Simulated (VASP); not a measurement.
# CdS (scanat) (P6_3/mmc) in VASP: single point with r2SCAN

Aim: the single point of CdS (scanat) with r2SCAN.

All numbers are computed with VASP 6.6.1; they aren't measurements. Logs are shortened: lines on timing, memory, paths and dates and some standing lists are left out, and cuts for length are marked.

### 1 The cell of the first run

The structure is hexagonal, space group P6_3/mmc (No. 194). Conventional cell: a = 4.125 Å, b = 4.125 Å, c = 6.709 Å, α = 90.00°, β = 90.00°, γ = 120.00°. Within 3.1 Å of Cd (site symmetry -6m2) lie 3 S at 2.38 Å. Within 3.1 Å of S (site symmetry -6m2) lie 3 Cd at 2.38 Å.

### 2 Single point, r2SCAN

Contents of POSCAR:

```
CdS
1.0
    4.1245340209      0.0000000000      0.0000000000
   -2.0622670104      3.5719512409      0.0000000000
    0.0000000000      0.0000000000      6.7092066446
Cd S
2 2
Direct
    0.3333333333      0.6666666667     -0.0615000000
    0.6666666667      0.3333333333      0.4385000000
    0.3333333333      0.6666666667      0.4385000000
    0.6666666667      0.3333333333      0.9385000000
```

Contents of INCAR.step1:

```
ALGO = Normal ; EDIFF = 1E-4
ENCUT = 520 ; GGA = PE
ISMEAR = 0 ; LASPH = True
LCHARG = False ; LREAL = False
LWAVE = True ; NBANDS = 26
NELM = 60 ; PREC = Accurate
SIGMA = 0.01
```

Contents of INCAR.step2:

```
ALGO = Normal ; EDIFF = 1E-7
ENCUT = 520 ; ISIF = 2
ISMEAR = 0 ; ISTART = 1
LASPH = True ; LCHARG = False
LMIXTAU = True ; LREAL = False
LWAVE = False ; METAGGA = R2SCAN
NBANDS = 26 ; NELM = 60
PREC = Accurate ; SIGMA = 0.01
```

Contents of KPOINTS:

```
k-points
0
Gamma
  9 9 4
```

Potentials or basis: VASP PAW PBE potentials, release 64 (Cd, S).

Started as:

```bash
cat potpaw_PBE.64/Cd/POTCAR potpaw_PBE.64/S/POTCAR > POTCAR
cp INCAR.step1 INCAR
mpirun -np 1 vasp_std > vasp.out
cp INCAR.step2 INCAR
mpirun -np 1 vasp_std > vasp.out
```

OUTCAR:

```text
EDIFF = 1E-7
   ENCUT = 520
   ISIF = 2
   ISMEAR = 0
   ISTART = 1
   LASPH = True
   LREAL = False
   METAGGA = R2SCAN
   NELM = 60
   PREC = Accurate

 ion  position               nearest neighbor table
   1  0.333  0.667  0.938-   4 2.38   4 2.38   4 2.38
   2  0.667  0.333  0.438-   3 2.38   3 2.38   3 2.38
   3  0.333  0.667  0.438-   2 2.38   2 2.38   2 2.38
   4  0.667  0.333  0.938-   1 2.38   1 2.38   1 2.38

  LATTYP: Found a hexagonal cell.
 ALAT       =     4.1245340209
 C/A-ratio  =     1.6266580929

  Lattice vectors:

 A1 = (   4.1245340209,   0.0000000000,   0.0000000000)
 A2 = (  -2.0622670104,   3.5719512409,   0.0000000000)
 A3 = (   0.0000000000,   0.0000000000,   6.7092066446)

Analysis of symmetry for initial positions (statically):
=====================================================================
 Subroutine PRICEL returns:
 Original cell was already a primitive cell.

 Routine SETGRP: Setting up the symmetry group for a
 hexagonal supercell.

 Subroutine GETGRP returns: Found 24 space group operations
 (whereof  6 operations were pure point group operations)
 out of a pool of 24 trial point group operations.

The static configuration has the point symmetry C_3v.
 The point group associated with its full space group is D_6h.

Analysis of symmetry for dynamics (positions and initial velocities):
=====================================================================
 Subroutine PRICEL returns:
 Original cell was already a primitive cell.

 Routine SETGRP: Setting up the symmetry group for a
 hexagonal supercell.

 Subroutine GETGRP returns: Found 24 space group operations
 (whereof  6 operations were pure point group operations)
 out of a pool of 24 trial point group operations.

The dynamic configuration has the point symmetry C_3v.
 The point group associated with its full space group is D_6h.

 Subroutine INISYM returns: Found 24 space group operations
 (whereof  6 operations are pure point group operations),
 and found     1 'primitive' translations

----------------------------------------------------------------------------------------

                                     Primitive cell

  volume of cell :      98.8443

  direct lattice vectors                    reciprocal lattice vectors
     4.124534021  0.000000000  0.000000000     0.242451631  0.139979514  0.000000000
    -2.062267010  3.571951241  0.000000000     0.000000000  0.279959029  0.000000000
     0.000000000  0.000000000  6.709206645     0.000000000  0.000000000  0.149048919

  length of vectors
     4.124534021  4.124534021  6.709206645     0.279959029  0.279959029  0.149048919

  position of ions in fractional coordinates (direct lattice)
     0.333333333  0.666666667  0.938500000
     0.666666667  0.333333333  0.438500000
     0.333333333  0.666666667  0.438500000
     0.666666667  0.333333333  0.938500000

  ion indices of the primitive-cell ions
   primitive index   ion index
                 1           1
                 2           2
                 3           3
                 4           4

----------------------------------------------------------------------------------------

 KPOINTS: k-points

Automatic generation of k-mesh.
 Grid dimensions read from file:
 generate k-points for:    9    9    4

 Generating k-lattice:

  Cartesian coordinates                     Fractional coordinates (reciprocal lattice)
     0.026939070  0.015553279  0.000000000     0.111111111  0.000000000  0.000000000
     0.000000000  0.031106559  0.000000000     0.000000000  0.111111111  0.000000000
     0.000000000  0.000000000  0.037262230     0.000000000  0.000000000  0.250000000

  Length of vectors
     0.031106559  0.031106559  0.037262230

  Shift w.r.t. Gamma in fractional coordinates (k-lattice)
     0.000000000  0.000000000  0.000000000

 Subroutine IBZKPT returns following result:
 ===========================================

 Found     36 irreducible k-points:

 Following reciprocal coordinates:
            Coordinates               Weight
  0.000000  0.000000  0.000000      1.000000
  0.111111 -0.000000  0.000000      6.000000
  0.222222 -0.000000  0.000000      6.000000
  0.333333  0.000000  0.000000      6.000000
  0.444444 -0.000000  0.000000      6.000000
  0.111111  0.111111  0.000000      6.000000
[... 16 lines left out ...]
  0.333333  0.222222  0.250000     24.000000
  0.333333  0.333333  0.250000      4.000000
 [... further k-points ...]
   k-points           NKPTS =     36   k-points in BZ     NKDIM =     36   number of bands    NBANDS=     26
   number of dos      NEDOS =    301   number of ions     NIONS =      4
   total plane-waves  NPLWV =  51200
   dimension x,y,z NGX =    32 NGY =   32 NGZ =   50
   dimension x,y,z NGXF=    64 NGYF=   64 NGZF=  100
   ions per type =               2   2
   NGX,Y,Z   is equivalent  to a cutoff of  12.90, 12.90, 12.39 a.u.
   NGXF,Y,Z  is equivalent  to a cutoff of  25.80, 25.80, 24.78 a.u.
 SYSTEM =  unknown system
   PREC   = accura    normal or accurate (medium, high low for compatibility)
   ISTART =      1    job   : 0-new  1-cont  2-samecut
   ICHARG =      0    charge: 1-file 2-atom 10-const
   ISPIN  =      1    spin polarized calculation?
   LNONCOLLINEAR =      F non collinear calculations
   LSORBIT =      F    spin-orbit coupling
   LASPH  =      T    aspherical Exc in radial PAW
   ENCUT  =  520.0 eV  38.22 Ry    6.18 a.u.   7.67  7.67 12.47*2*pi/ulx,y,z
   NELM   =     60;   NELMIN=  2; NELMDL=  0     # of ELM steps
   EDIFF  = 0.1E-06   stopping-criterion for ELM
   LREAL  =      F    real-space projection
   EDIFFG = 0.1E-05   stopping-criterion for IOM
   NSW    =      0    number of steps for IOM
   IBRION =     -1    ionic relax: 0-MD 1-quasi-New 2-CG
   NFREE  =      0    steps in history (QN), initial steepest desc. (CG)
   ISIF   =      2    stress and relaxation
   ISYM   =      2    0-nonsym 1-usesym 2-fastsym
   POTIM  = 0.5000    time-step for ionic-motion
   TEBEG  =    0.0;   TEEND  =   0.0 temperature during run
   PSTRESS=    0.0 pullay stress
   NELECT =      36.0000    total number of electrons
   NUPDOWN=      -1.0000    fix difference up-down
   EMIN   =  10.00;   EMAX   =-10.00  energy-range for DOS
   EFERMI =   0.00;   METHOD = LEGACY
   ISMEAR =     0;   SIGMA  =   0.01  broadening in eV -4-tet -1-fermi 0-gaus
   EFERMI_NEDOS =   21; number of points for ismear=-14 and -15
   IALGO  =     38    algorithm
   IMIX   =      4    mixing-type and parameters
     AMIX     =   0.40;   BMIX     =  1.00
     AMIX_MAG =   1.60;   BMIX_MAG =  1.00
  volume/ion in A,a.u.               =      24.71       166.76
  Fermi-wavevector in a.u.,A,eV,Ry     =   1.169118  2.209313 18.596956  1.366838
  Thomas-Fermi vector in A             =   2.305596
   LORBIT       =      0    0 simple, 1 ext, 2 COOP (PROOUT), +10 PAW based schemes
   METAGGA = R2SCAN    functional components
   LHFCALC =     F    Hartree Fock is set to
   AEXX    =    0.0000 exact exchange contribution
   IVDW    =     0    specifies the selected vdW correction
   LEPSILON=     F    determine dielectric tensor
   LRPA    =     F    only Hartree local field effects (RPA)
 non-spin polarized calculation
 Gauss-broadening in eV      SIGMA  =   0.01
  energy-cutoff  :      520.00
  volume of cell :       98.84
 maximum number of plane-waves:      2695
 NGX is ok and might be reduce to    32
   NGX = 15   NGY = 15   NGZ = 25

 number of electron      35.9999995 magnetization

 Free energy of the ion-electron system (eV)
  ---------------------------------------------------
  ext. energy  EPLUGINS =         0.00000000
  ---------------------------------------------------
  free energy    TOTEN  =       -58.55399582 eV

  energy without entropy =      -58.55399582  energy(sigma->0) =      -58.55399582

 E-fermi :   1.1682     XC(G=0):  -9.7202

 val. band max:        1.0636696423   @ k =   0.0000   0.0000   0.0000
 cond. band min:       3.0057781436   @ k =   0.0000   0.0000   0.0000
 fundamental gap:      1.9421085013
 Fermi energy:         1.1682081100

 k-point     1 :       0.0000    0.0000    0.0000
  band No.  band energies     occupation
      1     -12.0721      2.00000
      2     -11.7155      2.00000
      3      -7.3240      2.00000
      4      -7.3240      2.00000
      5      -7.3184      2.00000
      6      -7.3184      2.00000
[... 18 lines left out ...]
     25       9.2871      0.00000
     26      10.5617      0.00000

 k-point     2 :       0.1111   -0.0000    0.0000
  band No.  band energies     occupation
      1     -12.0164      2.00000
      2     -11.6769      2.00000
      3      -7.2967      2.00000
      4      -7.2950      2.00000
      5      -7.2804      2.00000
      6      -7.2733      2.00000
[... 18 lines left out ...]
     25       9.1657      0.00000
     26       9.7010      0.00000

 k-point     3 :       0.2222   -0.0000    0.0000
  band No.  band energies     occupation
      1     -11.8707      2.00000
      2     -11.5820      2.00000
      3      -7.2095      2.00000
      4      -7.1997      2.00000
      5      -7.1647      2.00000
      6      -7.1541      2.00000
[... 18 lines left out ...]
     25       9.4799      0.00000
     26      10.1915      0.00000

 k-point     4 :       0.3333    0.0000    0.0000
  band No.  band energies     occupation
      1     -11.6937      2.00000
      2     -11.4829      2.00000
      3      -7.0465      2.00000
      4      -7.0232      2.00000
      5      -7.0232      2.00000
      6      -7.0071      2.00000
[... 18 lines left out ...]
     25      10.4798      0.00000
     26      11.0329      0.00000

 k-point     5 :       0.4444   -0.0000    0.0000
  band No.  band energies     occupation
      1     -11.5652      2.00000
      2     -11.4307      2.00000
      3      -6.9244      2.00000
      4      -6.9031      2.00000
      5      -6.8914      2.00000
      6      -6.8391      2.00000
[... 18 lines left out ...]
     25      10.2864      0.00000
     26      11.3192      0.00000

 k-point     6 :       0.1111    0.1111    0.0000
  band No.  band energies     occupation
      1     -11.9156      2.00000
      2     -11.6102      2.00000
      3      -7.2509      2.00000
      4      -7.2446      2.00000
      5      -7.1899      2.00000
      6      -7.1806      2.00000
[... 427 lines left out ...]
 k-point    21 :       0.4444    0.1111    0.2500
  band No.  band energies     occupation
      1     -11.5070      2.00000
      2     -11.4319      2.00000
      3      -6.9303      2.00000
      4      -6.9288      2.00000
      5      -6.8404      2.00000
      6      -6.8241      2.00000
[... 18 lines left out ...]
     25      10.4496      0.00000
     26      11.9208      0.00000

 k-point    22 :       0.2222    0.2222    0.2500
  band No.  band energies     occupation
      1     -11.5818      2.00000
      2     -11.4651      2.00000
      3      -7.0601      2.00000
      4      -7.0474      2.00000
      5      -6.8784      2.00000
      6      -6.8733      2.00000
[... 18 lines left out ...]
     25       9.3861      0.00000
     26      11.1509      0.00000

 k-point    23 :       0.3333    0.2222    0.2500
  band No.  band energies     occupation
      1     -11.4834      2.00000
      2     -11.4245      2.00000
      3      -6.9564      2.00000
      4      -6.9457      2.00000
      5      -6.8347      2.00000
      6      -6.8243      2.00000
[... 18 lines left out ...]
     25      10.1340      0.00000
     26      11.3464      0.00000

 k-point    24 :       0.3333    0.3333    0.2500
  band No.  band energies     occupation
      1     -11.4300      2.00000
      2     -11.4300      2.00000
      3      -6.8974      2.00000
      4      -6.8974      2.00000
      5      -6.8628      2.00000
      6      -6.8445      2.00000
[... 18 lines left out ...]
     25      11.1266      0.00000
     26      11.1266      0.00000

 [... further k-points ...]
[... 5 lines left out ...]
  --------------------------------------------------------------------------------------
  -------------------------------------------------------------------------------------
  Total        6.5253089      6.5253089     -1.3202321      0.0000000      0.0000000     -0.0000000
  in kB      105.7694086    105.7694086    -21.3997783      0.0000000      0.0000000     -0.0000000
  external PRESSURE =      63.3796796 kB  Pullay stress =       0.0000000 kB

 VOLUME and BASIS-vectors are now :
 -----------------------------------------------------------------------------
  energy-cutoff  :      520.00
  volume of cell :       98.84
      direct lattice vectors                 reciprocal lattice vectors
     4.124534021  0.000000000  0.000000000     0.242451631  0.139979514  0.000000000
    -2.062267010  3.571951241  0.000000000     0.000000000  0.279959029  0.000000000
     0.000000000  0.000000000  6.709206645     0.000000000  0.000000000  0.149048919

 POSITION                                       TOTAL-FORCE (eV/Angst)
 -----------------------------------------------------------------------------------
     -0.00000      2.38130      6.29659         0.000000      0.000000      0.000000
      2.06227      1.19065      2.94199        -0.000000     -0.000000      0.000000
     -0.00000      2.38130      2.94199        -0.000000      0.000000      0.000000
      2.06227      1.19065      6.29659         0.000000     -0.000000      0.000000
 -----------------------------------------------------------------------------------
    total drift:                               -0.000000      0.000000      0.000116

  FREE ENERGIE OF THE ION-ELECTRON SYSTEM (eV)
  ---------------------------------------------------
  free  energy   TOTEN  =       -58.5539958191 eV

  energy  without entropy=      -58.5539958191  energy(sigma->0) =      -58.55399582
```

It took 3.5 min on 1 thread of Intel Xeon Platinum 8259CL at 2.50GHz (Skylake/Cascade Lake), shared host; peak memory 0.27 GiB.

What came out:

```
Free energy            : -58.5540 eV
Pressure               : 6.3 GPa
Band gap on the k mesh : 1.94 eV, direct
```

Stress tensor (GPa, compression positive):
```
10.58  0.00  0.00
 0.00 10.58  0.00
 0.00  0.00 -2.14
```

Caveat: the PAW data sets were made with another functional, which shifts forces and pressure a little. r2SCAN opens gaps a little over a GGA but as a rule still falls short of measured ones.
